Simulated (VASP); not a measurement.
# Au (P6_3/mmc) in VASP: further runs, part 2 of 2

VASP 6.6.1. Earlier steps stand in the parts before.

**3. Single point, PBE (volume scaled by 0.75)**

File INCAR:

```
PREC = Accurate
ENCUT = 520
EDIFF = 1E-7
ISMEAR = -1
SIGMA = 0.08
LREAL = False
LASPH = True
NELM = 80
ALGO = Normal
ISIF = 2
LWAVE = False
LCHARG = False
GGA = PE
NBANDS = 18
```

File KPOINTS:

```
regular mesh
0
Gamma
  15 15 8
```

File POSCAR:

```
Au
1.0
    2.6616168662      0.0000000000      0.0000000000
   -1.3308084331      2.3050278213      0.0000000000
    0.0000000000      0.0000000000      4.3996523055
Au
2
Direct
    0.3333333333      0.6666666667      0.2500000000
    0.6666666667      0.3333333333      0.7500000000
```

Potentials or basis: VASP PAW PBE potentials, release 64 (Au).

On the command line:

```sh
cat potpaw_PBE.64/Au/POTCAR > POTCAR
mpirun -np 1 vasp_std > vasp.out
```

OUTCAR:

```text
PREC = Accurate
   ENCUT = 520
   EDIFF = 1E-7
   ISMEAR = -1
   LREAL = False
   LASPH = True
   NELM = 80
   ISIF = 2
   GGA = PE

 ion  position               nearest neighbor table
   1  0.333  0.667  0.250-   2 2.68   2 2.68   2 2.68   2 2.68   2 2.68   2 2.68
   2  0.667  0.333  0.750-   1 2.68   1 2.68   1 2.68   1 2.68   1 2.68   1 2.68

  LATTYP: Found a hexagonal cell.
 ALAT       =     2.6616168662
 C/A-ratio  =     1.6529998594

  Lattice vectors:

 A1 = (   2.6616168662,   0.0000000000,   0.0000000000)
 A2 = (  -1.3308084331,   2.3050278213,   0.0000000000)
 A3 = (   0.0000000000,   0.0000000000,   4.3996523055)

Analysis of symmetry for initial positions (statically):
=====================================================================
 Subroutine PRICEL returns:
 Original cell was already a primitive cell.

 Routine SETGRP: Setting up the symmetry group for a
 hexagonal supercell.

 Subroutine GETGRP returns: Found 24 space group operations
 (whereof 12 operations were pure point group operations)
 out of a pool of 24 trial point group operations.

The static configuration has the point symmetry D_3d.
 The point group associated with its full space group is D_6h.

Analysis of symmetry for dynamics (positions and initial velocities):
=====================================================================
 Subroutine PRICEL returns:
 Original cell was already a primitive cell.

 Routine SETGRP: Setting up the symmetry group for a
 hexagonal supercell.

 Subroutine GETGRP returns: Found 24 space group operations
 (whereof 12 operations were pure point group operations)
 out of a pool of 24 trial point group operations.

The dynamic configuration has the point symmetry D_3d.
 The point group associated with its full space group is D_6h.

[... 101 lines left out ...]
   NSW    =      0    number of steps for IOM
   IBRION =     -1    ionic relax: 0-MD 1-quasi-New 2-CG
   NFREE  =      0    steps in history (QN), initial steepest desc. (CG)
   ISIF   =      2    stress and relaxation
   ISYM   =      2    0-nonsym 1-usesym 2-fastsym
   POTIM  = 0.5000    time-step for ionic-motion
   TEBEG  =    0.0;   TEEND  =   0.0 temperature during run
   PSTRESS=    0.0 pullay stress
   NELECT =      22.0000    total number of electrons
   NUPDOWN=      -1.0000    fix difference up-down
   EMIN   =  10.00;   EMAX   =-10.00  energy-range for DOS
   EFERMI =   0.00;   METHOD = LEGACY
   ISMEAR =    -1;   SIGMA  =   0.08  broadening in eV -4-tet -1-fermi 0-gaus
   EFERMI_NEDOS =   21; number of points for ismear=-14 and -15
   IALGO  =     38    algorithm
   IMIX   =      4    mixing-type and parameters
     AMIX     =   0.40;   BMIX     =  1.00
     AMIX_MAG =   1.60;   BMIX_MAG =  1.00
  volume/ion in A,a.u.               =      13.50        91.08
  Fermi-wavevector in a.u.,A,eV,Ry     =   1.529217  2.889801 31.817275  2.338504
  Thomas-Fermi vector in A             =   2.636868
   LORBIT       =      0    0 simple, 1 ext, 2 COOP (PROOUT), +10 PAW based schemes
   GGA     = PE    functional components
[... 5 lines left out ...]
 non-spin polarized calculation
  energy-cutoff  :      520.00
  volume of cell :       26.99
 maximum number of plane-waves:       756
 NGX is ok and might be reduce to    20

 number of electron      22.0000000 magnetization

 Free energy of the ion-electron system (eV)
  ---------------------------------------------------
  ext. energy  EPLUGINS =         0.00000000
  ---------------------------------------------------
  free energy    TOTEN  =        -4.58648262 eV

  energy without entropy =       -4.57790717  energy(sigma->0) =       -4.58219490

 E-fermi :  13.9842     XC(G=0): -14.1564

 val. band max:       13.8732966808   @ k =   0.4667   0.0000   0.0000
 cond. band min:      13.9895080023   @ k =   0.4667   0.0667   0.2500
 fundamental gap:      0.1162113215
 Fermi energy:        13.9841715960

 k-point     1 :       0.0000    0.0000    0.0000
  band No.  band energies     occupation
      1       1.3042      2.00000
      2       4.0670      2.00000
      3       7.5889      2.00000
      4       7.8619      2.00000
      5       7.8619      2.00000
      6       8.3741      2.00000
[... 481 lines left out ...]
      5       7.6657      2.00000
      6       7.9211      2.00000
[... 10 lines left out ...]
     17      27.6062      0.00000
     18      28.7404      0.00000

 [... further k-points ...]
[... 5 lines left out ...]
  --------------------------------------------------------------------------------------
  -------------------------------------------------------------------------------------
  Total       15.3099068     15.3099068     15.3089871      0.0000000      0.0000000      0.0000000
  in kB      908.7471502    908.7471502    908.6925570      0.0000000      0.0000000      0.0000000
  external PRESSURE =     908.7289525 kB  Pullay stress =       0.0000000 kB

 VOLUME and BASIS-vectors are now :
 -----------------------------------------------------------------------------
  energy-cutoff  :      520.00
  volume of cell :       26.99
      direct lattice vectors                 reciprocal lattice vectors
     2.661616866  0.000000000  0.000000000     0.375711475  0.216917122  0.000000000
    -1.330808433  2.305027821  0.000000000     0.000000000  0.433834243  0.000000000
     0.000000000  0.000000000  4.399652306     0.000000000  0.000000000  0.227290688

 POSITION                                       TOTAL-FORCE (eV/Angst)
 -----------------------------------------------------------------------------------
     -0.00000      1.53669      1.09991         0.000000     -0.000000      0.000000
      1.33081      0.76834      3.29974        -0.000000      0.000000      0.000000
 -----------------------------------------------------------------------------------
    total drift:                               -0.000000      0.000000     -0.000000

  FREE ENERGIE OF THE ION-ELECTRON SYSTEM (eV)
  ---------------------------------------------------
  free  energy   TOTEN  =        -4.5864826216 eV

  energy  without entropy=       -4.5779071689  energy(sigma->0) =       -4.58219490
```

Wall time 36 s (1 thread of Intel Xeon Platinum 8259CL at 2.50GHz (Skylake/Cascade Lake), shared host); peak memory 0.18 GiB.

Results:

```yaml
Free_energy: -4.5865 eV
Pressure: 90.9 GPa
Band_gap_on_the_k_mesh: zero (band 11 reaches 19.21 eV, above the bottom of band 12 at 10.74 eV)
```

Levels at points of the mesh, in eV from the Fermi level:
```
           k point  band 8  band 9  band 10  band 11  band 12  band 13  band 14  band 15
(0.00, 0.00, 0.00)   -4.74   -4.74    -2.58    -2.58    -2.31     4.23    13.94    15.68
(0.00, 0.00, 0.50)   -6.20   -3.25    -3.25    -3.25    -3.25    12.35    12.35    14.76
```

Caveat: the cell differs from its parent crystal (volume scaled by 0.75); spin-orbit coupling is left out, which moves the levels of the heavy elements.

**4. Single point, PBE**

This run uses another cell than the first one, of 15.30 Å³/atom, 1.133 times its volume.

File INCAR:

```
PREC = Accurate ; ENCUT = 520
EDIFF = 1E-6 ; ISMEAR = -1
SIGMA = 0.08 ; LREAL = False
LASPH = True ; NELM = 80
ALGO = Normal ; ISIF = 2
LWAVE = False ; LCHARG = True
GGA = PE ; LELF = True
LVHAR = True ; NBANDS = 18
```

KPOINTS is that of step 3.

File POSCAR:

```
Au
1.0
    2.7700890842      0.0000000000      0.0000000000
   -1.3850445421      2.3989675177      0.0000000000
    0.0000000000      0.0000000000      4.6034096828
Au
2
Direct
    0.3333333333      0.6666666667      0.2500000000
    0.6666666667      0.3333333333      0.7500000000
```

On the command line:

```sh
cat potpaw_PBE.64/Au/POTCAR > POTCAR
mpirun -np 1 vasp_std > vasp.out
```

Run time: 38 s. Hardware: 1 thread of Intel Xeon Platinum 8259CL at 2.50GHz (Skylake/Cascade Lake), shared host; peak memory 0.2 GiB.

It converged, with:

- Free energy: -5.9407 eV
- Pressure: 35.7 GPa
- Band gap on the k mesh: zero (band 11 reaches 16.27 eV, above the bottom of band 12 at 8.50 eV)

Levels at points of the mesh, in eV from the Fermi level:
```tsv
k point	band 9	band 10	band 11	band 12	band 13	band 14
(0.00, 0.00, 0.00)	-4.09	-2.37	-2.37	-1.66	3.37	14.34
(0.00, 0.00, 0.50)	-2.93	-2.93	-2.93	-2.93	11.56	11.56
```

Caveat: spin-orbit coupling is left out, which moves the levels of the heavy elements.

**5. Single point, PBE**

File INCAR:

```
SYSTEM = Au
PREC = Accurate
ENCUT = 520
EDIFF = 1E-7
ISMEAR = -1
SIGMA = 0.08
LREAL = .False.
LASPH = .True.
NELM = 60
ALGO = Normal
ISIF = 2
LWAVE = .False.
LCHARG = .True.
GGA = PE
LELF = .True.
LVHAR = .True.
NBANDS = 18
```

File KPOINTS:

```
regular mesh
0
Gamma
  15 15 8
  0 0 0
```

POSCAR is that of step 4.

On the command line:

```sh
cat potpaw_PBE.64/Au/POTCAR > POTCAR
mpirun -np 1 vasp_std > vasp.out
```

Wall time 40 s (1 thread of Intel Xeon Platinum 8259CL at 2.50GHz (Skylake/Cascade Lake), shared host); peak memory 0.2 GiB.

The run converged. Its results:

| Item | Value |
| --- | --- |
| Free energy | -5.9407 eV |
| Pressure | 35.7 GPa |
| Band gap on the k mesh | zero (band 11 reaches 16.27 eV, above the bottom of band 12 at 8.50 eV) |

Levels at points of the mesh, in eV from the Fermi level:
```csv
k point,band 8,band 9,band 10,band 11,band 12,band 13,band 14,band 15
"(0.00, 0.00, 0.00)",-4.09,-4.09,-2.37,-2.37,-1.66,3.37,14.34,15.83
"(0.00, 0.00, 0.50)",-5.30,-2.93,-2.93,-2.93,-2.93,11.56,11.56,14.77
```

Caveat: spin-orbit coupling is left out, which moves the levels of the heavy elements.
